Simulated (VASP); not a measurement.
Se: relaxation of cell and atoms with PBE

Se:

```
CELL_PARAMETERS angstrom
0.00000 3.01000 3.01000
3.01000 0.00000 3.01000
3.01000 3.01000 0.00000
ATOMIC_POSITIONS crystal
Se 0.00000 0.00000 0.00000
Se 0.25000 0.25000 0.25000
```

This isn't the form of Se at room conditions, which is trigonal, of chains.

* Program: VASP 6.6.1
* Task: relaxation of cell and atoms
* Functional: PBE
* Potentials or basis: VASP PAW PBE potentials, release 64 (Se)
* Cutoff: 500 eV
* k mesh: 7 × 7 × 7
* Occupations: gaussian, width 0.05 eV
* Spin: no spin polarisation
* Dipole correction: no
* Further INCAR settings: ALGO = Normal; EDIFF = 1e-07; IBRION = 2; EDIFFG = -0.03; NSW = 80; ISIF = 3

```yaml
Relaxed_volume: 31.63 Å³/atom
Relaxed_cell: a = 4.473 Å, b = 4.473 Å, c = 4.473 Å, α = 60.00°, β = 60.00°, γ = 60.00°
Space_group_after_relaxing_to_0.1_Å: Fd-3m (No. 227)
Energy_gained_by_relaxing: 96.4 meV/atom
Ionic_steps: 3
Pressure_after_relaxing: 0.0 GPa
Band_gap_on_the_k_mesh: zero (bands 6 and 7 overlap by 1.02 eV)
```

Step by step:
```csv
step,energy change (eV),largest force (eV/Å),pressure (GPa),volume (Å³)
1,0.0000,0.0000,8.06,54.54
2,-0.1796,0.0000,-1.47,66.11
3,-0.1927,0.0000,0.04,63.27
```

Final structure:
```xyz
2
Lattice="0.0000 3.1627 3.1627 3.1627 0.0000 3.1627 3.1627 3.1627 0.0000" Properties=species:S:1:pos:R:3 pbc="T T T"
Se    0.0000    0.0000    0.0000
Se    1.5813    1.5813    1.5813
```

Levels at points of the mesh, in eV from the Fermi level:
```tsv
k point	band 2	band 3	band 4	band 5	band 6	band 7	band 8	band 9	band 10
(0.00, 0.00, 0.00)	-10.27	-3.41	-3.41	-3.41	-0.77	-0.77	-0.77	4.40	7.65
```

It took 33 s on 1 thread of Intel(R) Xeon(R) Platinum 8375C CPU @ 2.90GHz (Ice Lake), with other jobs on the host, peak memory 0.18 GiB.

Caveat: the volume moved by over 15 % at a fixed basis, so the end points are rough.
